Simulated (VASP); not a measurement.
A run of VASP 6.6.1 is set up as follows.

The input INCAR:

```
SYSTEM = ZnS
  PREC = Accurate
  ENCUT = 520
  EDIFF = 1E-7
  ISMEAR = 0
  SIGMA = 0.05
  LREAL = .False.
  LASPH = .True.
  NELM = 80
  ALGO = Normal
  ISIF = 2
  LWAVE = .False.
  LCHARG = .False.
  GGA = PE
  NBANDS = 26
```

File KPOINTS:

```
Automatic mesh
0
Gamma
  12 12 6
  0 0 0
```

Contents of POSCAR:

```
ZnS
1.0
    3.8109987816      0.0142912454      0.0000000000
   -1.8931228092      3.2932761359      0.0000000000
    0.0000000000      0.0000000000      6.2340000000
Zn S
2 2
Direct
    0.3333333333      0.6666666667      0.0000000000
    0.6666666667      0.3333333333      0.5000000000
    0.3333333333      0.6666666667      0.3850000000
    0.6666666667      0.3333333333      0.8850000000
```

Potentials or basis: VASP PAW PBE potentials, release 64 (Zn, S).

The run is started by

```sh
$ cat potpaw_PBE.64/Zn/POTCAR potpaw_PBE.64/S/POTCAR > POTCAR
$ mpirun -np 1 vasp_std > vasp.out
```

(1) Predict the largest force.

(2) Estimate the band gap on the k mesh.

## Answers

(1) 0.328 eV/Å.

(2) 2.25 eV.

Caveat: the cell differs from its parent crystal (strain +0.0075 x Voigt [0, 0, 0, 0, 0, 1]).
